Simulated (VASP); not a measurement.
# Br (Ia-3) in VASP: relaxation of cell and atoms with PBE

Aim: the relaxation of cell and atoms of Br with PBE.

Everything below comes from runs of VASP 6.6.1. Logs are shortened: lines on timing, memory, paths and dates and some standing lists are left out, and cuts for length are marked.

### Step 1. The cell of the first run

Symmetry: Ia-3, No. 206, cubic system. The conventional cell has a = 8.243 Å, b = 8.243 Å, c = 8.243 Å, α = 90.00°, β = 90.00°, γ = 90.00°. Within 3.9 Å of Br (site symmetry 3) lie 4 Br at 2.94 to 2.96 Å.

### Step 2. Relaxation of cell and atoms, PBE

INCAR reads:

```
ALGO = Normal
EDIFF = 1E-6
EDIFFG = -0.04
ENCUT = 600
GGA = PE
IBRION = 2
ISIF = 3
ISMEAR = 0
LASPH = True
LCHARG = False
LREAL = False
LWAVE = False
NELM = 100
NSW = 90
PREC = Accurate
SIGMA = 0.1
```

KPOINTS reads:

```
k-points
0
Gamma
  4 4 4
```

POSCAR reads:

```
Br
1.0
   -4.1214427601      4.1214427601      4.1214427601
    4.1214427601     -4.1214427601      4.1214427601
    4.1214427601      4.1214427601     -4.1214427601
Br
8
Direct
    0.2060000000      0.2060000000      0.2060000000
    0.5000000000      0.0000000000      0.2940000000
    0.2940000000      0.5000000000      0.0000000000
    0.0000000000      0.2940000000      0.5000000000
    0.7940000000      0.7940000000      0.7940000000
    0.5000000000      0.0000000000      0.7060000000
    0.7060000000      0.5000000000      0.0000000000
    0.0000000000      0.7060000000      0.5000000000
```

Potentials or basis: VASP PAW PBE potentials, release 64 (Br).

Launch:

```bash
$ cat potpaw_PBE.64/Br/POTCAR > POTCAR
$ mpirun -np 1 vasp_std > vasp.out
```

OUTCAR:

```text
EDIFF = 1E-6
   EDIFFG = -0.04
   ENCUT = 600
   GGA = PE
   IBRION = 2
   ISIF = 3
   ISMEAR = 0
   LASPH = True
   LREAL = False
   NELM = 100
   NSW = 90
   PREC = Accurate

 ion  position               nearest neighbor table
   1  0.206  0.206  0.206-
   2  0.500  0.000  0.294-
   3  0.294  0.500  0.000-
   4  0.000  0.294  0.500-
   5  0.794  0.794  0.794-
   6  0.500  0.000  0.706-
   7  0.706  0.500  0.000-
   8  0.000  0.706  0.500-

  LATTYP: Found a body centered cubic cell.
 ALAT       =     8.2428855202

  Lattice vectors:

 A1 = (  -4.1214427601,   4.1214427601,   4.1214427601)
 A2 = (   4.1214427601,  -4.1214427601,   4.1214427601)
 A3 = (   4.1214427601,   4.1214427601,  -4.1214427601)

Analysis of symmetry for initial positions (statically):
=====================================================================
 Subroutine PRICEL returns:
 Original cell was already a primitive cell.

 Routine SETGRP: Setting up the symmetry group for a
 body centered cubic supercell.

 Subroutine GETGRP returns: Found 24 space group operations
 (whereof  6 operations were pure point group operations)
 out of a pool of 48 trial point group operations.

The static configuration has the point symmetry S_6 .
 The point group associated with its full space group is T_h .

Analysis of symmetry for dynamics (positions and initial velocities):
=====================================================================
 Subroutine PRICEL returns:
 Original cell was already a primitive cell.

 Routine SETGRP: Setting up the symmetry group for a
 body centered cubic supercell.

 Subroutine GETGRP returns: Found 24 space group operations
 (whereof  6 operations were pure point group operations)
 out of a pool of 48 trial point group operations.

The dynamic configuration has the point symmetry S_6 .
 The point group associated with its full space group is T_h .

 Subroutine INISYM returns: Found 24 space group operations
 (whereof  6 operations are pure point group operations),
 and found     1 'primitive' translations

----------------------------------------------------------------------------------------

                                     Primitive cell

  volume of cell :     280.0321

  direct lattice vectors                    reciprocal lattice vectors
    -4.121442760  4.121442760  4.121442760     0.000000000  0.121316740  0.121316740
     4.121442760 -4.121442760  4.121442760     0.121316740  0.000000000  0.121316740
     4.121442760  4.121442760 -4.121442760     0.121316740  0.121316740  0.000000000

  length of vectors
     7.138548261  7.138548261  7.138548261     0.171567779  0.171567779  0.171567779

  position of ions in fractional coordinates (direct lattice)
     0.206000000  0.206000000  0.206000000
     0.500000000  0.000000000  0.294000000
     0.294000000  0.500000000  0.000000000
     0.000000000  0.294000000  0.500000000
     0.794000000  0.794000000  0.794000000
     0.500000000  0.000000000  0.706000000
     0.706000000  0.500000000  0.000000000
     0.000000000  0.706000000  0.500000000

  ion indices of the primitive-cell ions
   primitive index   ion index
                 1           1
                 2           2
                 3           3
                 4           4
                 5           5
                 6           6
                 7           7
                 8           8

----------------------------------------------------------------------------------------

 KPOINTS: k-points

Automatic generation of k-mesh.
 Grid dimensions read from file:
 generate k-points for:    4    4    4

 Generating k-lattice:

  Cartesian coordinates                     Fractional coordinates (reciprocal lattice)
     0.000000000  0.030329185  0.030329185     0.250000000  0.000000000  0.000000000
     0.030329185  0.000000000  0.030329185     0.000000000  0.250000000  0.000000000
     0.030329185  0.030329185  0.000000000     0.000000000  0.000000000  0.250000000

  Length of vectors
     0.042891945  0.042891945  0.042891945

  Shift w.r.t. Gamma in fractional coordinates (k-lattice)
     0.000000000  0.000000000  0.000000000

 Subroutine IBZKPT returns following result:
 ===========================================

 Found      8 irreducible k-points:

 Following reciprocal coordinates:
            Coordinates               Weight
  0.000000  0.000000  0.000000      1.000000
  0.250000  0.000000  0.000000     12.000000
  0.500000  0.000000  0.000000      6.000000
  0.250000  0.250000  0.000000     24.000000
  0.250000  0.250000  0.250000      2.000000
 -0.250000  0.250000  0.250000      6.000000
  0.500000  0.500000  0.250000     12.000000
  0.500000  0.500000  0.500000      1.000000
   k-points           NKPTS =      8   k-points in BZ     NKDIM =      8   number of bands    NBANDS=     33
   number of dos      NEDOS =    301   number of ions     NIONS =      8
   total plane-waves  NPLWV = 216000
   dimension x,y,z NGX =    60 NGY =   60 NGZ =   60
   dimension x,y,z NGXF=   120 NGYF=  120 NGZF=  120
   ions per type =               8
   NGX,Y,Z   is equivalent  to a cutoff of  13.97, 13.97, 13.97 a.u.
   NGXF,Y,Z  is equivalent  to a cutoff of  27.95, 27.95, 27.95 a.u.
 SYSTEM =  unknown system
   PREC   = accura    normal or accurate (medium, high low for compatibility)
   ISTART =      0    job   : 0-new  1-cont  2-samecut
   ICHARG =      2    charge: 1-file 2-atom 10-const
   ISPIN  =      1    spin polarized calculation?
   LNONCOLLINEAR =      F non collinear calculations
   LSORBIT =      F    spin-orbit coupling
   LASPH  =      T    aspherical Exc in radial PAW
   ENCUT  =  600.0 eV  44.10 Ry    6.64 a.u.  14.26 14.26 14.26*2*pi/ulx,y,z
   NELM   =    100;   NELMIN=  2; NELMDL= -5     # of ELM steps
   EDIFF  = 0.1E-05   stopping-criterion for ELM
   LREAL  =      F    real-space projection
   EDIFFG = -.4E-01   stopping-criterion for IOM
   NSW    =     90    number of steps for IOM
   IBRION =      2    ionic relax: 0-MD 1-quasi-New 2-CG
   NFREE  =      1    steps in history (QN), initial steepest desc. (CG)
   ISIF   =      3    stress and relaxation
   ISYM   =      2    0-nonsym 1-usesym 2-fastsym
   POTIM  = 0.5000    time-step for ionic-motion
   TEBEG  =    0.0;   TEEND  =   0.0 temperature during run
   PSTRESS=    0.0 pullay stress
   NELECT =      56.0000    total number of electrons
   NUPDOWN=      -1.0000    fix difference up-down
   EMIN   =  10.00;   EMAX   =-10.00  energy-range for DOS
   EFERMI =   0.00;   METHOD = LEGACY
   ISMEAR =     0;   SIGMA  =   0.10  broadening in eV -4-tet -1-fermi 0-gaus
   EFERMI_NEDOS =   21; number of points for ismear=-14 and -15
   IALGO  =     38    algorithm
   IMIX   =      4    mixing-type and parameters
     AMIX     =   0.40;   BMIX     =  1.00
     AMIX_MAG =   1.60;   BMIX_MAG =  1.00
  volume/ion in A,a.u.               =      35.00       236.22
  Fermi-wavevector in a.u.,A,eV,Ry     =   0.957344  1.809119 12.469855  0.916508
  Thomas-Fermi vector in A             =   2.086354
   LORBIT       =      0    0 simple, 1 ext, 2 COOP (PROOUT), +10 PAW based schemes
   GGA     = PE    functional components
   LHFCALC =     F    Hartree Fock is set to
   AEXX    =    0.0000 exact exchange contribution
   IVDW    =     0    specifies the selected vdW correction
   LEPSILON=     F    determine dielectric tensor
   LRPA    =     F    only Hartree local field effects (RPA)
 conjugate gradient relaxation of ions
 non-spin polarized calculation
 Gauss-broadening in eV      SIGMA  =   0.10
  energy-cutoff  :      600.00
  volume of cell :      280.03
 maximum number of plane-waves:      9405
 NGX is ok and might be reduce to    60
   NGX = 29   NGY = 29   NGZ = 29

--------------------------------------- Ionic step        1  -------------------------------------------

 number of electron      56.0000001 magnetization

 Free energy of the ion-electron system (eV)
  ---------------------------------------------------
  ext. energy  EPLUGINS =         0.00000000
  ---------------------------------------------------
  free energy    TOTEN  =        -8.00130781 eV

  energy without entropy =       -7.90560229  energy(sigma->0) =       -7.95345505

------------------------ aborting loop because EDIFF is reached ----------------------------------------

  FORCE on cell =-STRESS in cart. coord.  units (eV):
  Direction    XX          YY          ZZ          XY          YZ          ZX
  --------------------------------------------------------------------------------------
  -------------------------------------------------------------------------------------
  Total        2.8652420      2.8652420      2.8652420     -0.0000000     -0.0000000     -0.0000000
  in kB       16.3932131     16.3932131     16.3932131     -0.0000000     -0.0000000     -0.0000000
  external PRESSURE =      16.3932131 kB  Pullay stress =       0.0000000 kB
[... 237 lines left out ...]
  energy  without entropy=       -9.4134053580  energy(sigma->0) =       -9.44892258

--------------------------------------- Ionic step        7  -------------------------------------------

 number of electron      56.0000004 magnetization

 E-fermi :  -0.0076     XC(G=0):  -7.7339

 val. band max:       -0.0313343332   @ k =   0.2500   0.2500   0.2500
 cond. band min:       0.0195091043   @ k =   0.5000   0.0000   0.0000
 fundamental gap:      0.0508434375
 Fermi energy:        -0.0076024191

 k-point     1 :       0.0000    0.0000    0.0000
  band No.  band energies     occupation
      1     -15.4395      2.00000
      2     -15.0922      2.00000
      3     -14.2087      2.00000
      4     -14.2087      2.00000
      5     -14.2087      2.00000
      6     -13.9807      2.00000
[... 316 lines left out ...]
  energy  without entropy=       -9.4633927261  energy(sigma->0) =       -9.49776600

--------------------------------------- Ionic step        8  -------------------------------------------

 number of electron      56.0000002 magnetization

 Free energy of the ion-electron system (eV)
  ---------------------------------------------------
  ext. energy  EPLUGINS =         0.00000000
  ---------------------------------------------------
  free energy    TOTEN  =        -9.53324072 eV

  energy without entropy =       -9.46494799  energy(sigma->0) =       -9.49909435

 E-fermi :   0.0569     XC(G=0):  -7.7641

 val. band max:        0.0311313623   @ k =   0.2500   0.2500   0.2500
 cond. band min:       0.0832355286   @ k =   0.5000   0.0000   0.0000
 fundamental gap:      0.0521041663
 Fermi energy:         0.0569301803

 k-point     1 :       0.0000    0.0000    0.0000
  band No.  band energies     occupation
      1     -15.4152      2.00000
      2     -15.0610      2.00000
      3     -14.1659      2.00000
      4     -14.1659      2.00000
      5     -14.1659      2.00000
      6     -13.9338      2.00000
[... 312 lines left out ...]
  FREE ENERGIE OF THE ION-ELECTRON SYSTEM (eV)
  ---------------------------------------------------
  free  energy   TOTEN  =        -9.5332407211 eV

  energy  without entropy=       -9.4649479855  energy(sigma->0) =       -9.49909435

 reached required accuracy - stopping structural energy minimisation
```

Wall time 12 min (1 thread of Intel Xeon 6975P-C (Granite Rapids), shared host); peak memory 0.53 GiB.

Results:

```yaml
Free_energy: -9.5332 eV
Relaxed_volume: 34.99 Å³/atom
Relaxed_cell: a = 7.138 Å, b = 7.138 Å, c = 7.138 Å, α = 109.47°, β = 109.47°, γ = 109.47°
Space_group_after_relaxing_to_0.05_Å: Ia-3d (No. 230)
Energy_gained_by_relaxing: 191.5 meV/atom
Ionic_steps: 8
Pressure_after_relaxing: 0.1 GPa
Largest_force_after_relaxing: 0.035 eV/Å
Band_gap_on_the_k_mesh: zero (band 28 reaches 0.33 eV, above the bottom of band 29 at 0.03 eV)
```

Forces in eV/Å, atoms in the order of the input:
```
Br  -0.020 -0.020 -0.020
Br   0.020  0.020 -0.020
Br  -0.020  0.020  0.020
Br   0.020 -0.020  0.020
Br   0.020  0.020  0.020
Br  -0.020 -0.020  0.020
Br   0.020 -0.020 -0.020
Br  -0.020  0.020 -0.020
```

Step by step:
| step | energy change (eV) | largest force (eV/Å) | pressure (GPa) | volume (Å³) |
| --- | --- | --- | --- | --- |
| 1 | 0.0000 | 0.9154 | 1.64 | 280.03 |
| 2 | -0.4037 | 0.8932 | 0.09 | 294.80 |
| 3 | -0.6970 | 0.6646 | -1.44 | 316.23 |
| 4 | -0.7260 | 0.5704 | -1.84 | 324.45 |
| 5 | -1.0590 | 0.4241 | -1.76 | 316.07 |
| 6 | -1.4831 | 0.1006 | -0.90 | 293.80 |
| 7 | -1.5308 | 0.0454 | -0.10 | 281.93 |
| 8 | -1.5319 | 0.0347 | 0.06 | 279.93 |

Final structure:
```xyz
8
Lattice="-4.1209 4.1209 4.1209 4.1209 -4.1209 4.1209 4.1209 4.1209 -4.1209" Properties=species:S:1:pos:R:3 pbc="T T T"
Br    1.0352    1.0352    1.0352
Br   -1.0352    3.0857    1.0352
Br    1.0352   -1.0352    3.0857
Br    3.0857    1.0352   -1.0352
Br    3.0857    3.0857    3.0857
Br    1.0352    5.1561   -1.0352
Br   -1.0352    1.0352    5.1561
Br    5.1561   -1.0352    1.0352
```

Levels at points of the mesh, in eV from the Fermi level:
```
           k point  band 25  band 26  band 27  band 28  band 29  band 30  band 31  band 32
(0.00, 0.00, 0.00)    -1.05    -0.53     0.27     0.27     0.27     0.37     0.37     0.37
(0.50, 0.00, 0.00)    -0.76    -0.76    -0.34    -0.34     0.03     0.03     0.33     0.33
(0.50, 0.50, 0.50)    -1.45    -1.43    -1.43    -1.43     0.31     0.31     0.32     0.32
```
